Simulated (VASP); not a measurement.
Wanted: the native input for a VASP 6.6.1 run.

* Task: single point
* Functional: PBE
* Potentials or basis: VASP PAW PBE potentials, release 64 (Al, N)
* Cutoff: 520 eV
* k mesh: 9 × 9 × 1
* Occupations: gaussian, width 0.1 eV
* Spin: no spin polarisation
* Dipole correction: yes
* Further INCAR settings: ALGO = Normal; EDIFF = 1e-07; NBANDS = 24

The structure of Al8N lies in POSCAR:

```
Al8N
1.0
    2.8543223330      0.0000000000      0.0000000000
   -1.4271611665      2.4719156510      0.0000000000
    0.0000000000      0.0000000000     33.4760593533
Al N
8 1
Direct
    0.3333333333      0.6666666667      0.1194883770
    0.0000000000      0.0000000000      0.1895622803
    0.6666666667      0.3333333333      0.2596361837
    0.0000000000      0.0000000000      0.3297100869
    0.3333333333      0.6666666667      0.3992195594
    0.0000000000      0.0000000000      0.4696536480
    0.6666666667      0.3333333333      0.5400996810
    0.0000000000      0.0000000000      0.6116627748
    0.3333333333     -0.3333333333      0.6394438224
```

One way to write it, as run:

INCAR

```
PREC = Accurate ; ENCUT = 520
EDIFF = 1E-7 ; ISMEAR = 0
SIGMA = 0.1 ; LREAL = False
LASPH = True ; NELM = 100
ALGO = Normal ; ISIF = 2
LWAVE = False ; LCHARG = True
LDIPOL = True ; IDIPOL = 3
DIPOL = 0.5 0.5 0.395 ; GGA = PE
LELF = True ; LVHAR = True
LVACPOTAV = True ; NBANDS = 24
```

KPOINTS

```
regular mesh
0
Gamma
  9 9 1
```

Potentials or basis: VASP PAW PBE potentials, release 64 (Al, N).

Launch:

```console
$ cat potpaw_PBE.64/Al/POTCAR potpaw_PBE.64/N/POTCAR > POTCAR
$ mpirun -np 1 vasp_std > vasp.out
```

Results of the run:

The largest force is 3.203 eV/Å.

Run time: 6.8 min on 1 thread of AMD EPYC 7R43 64-Core Processor (Zen 3) (shared host), peak memory 0.32 GiB.
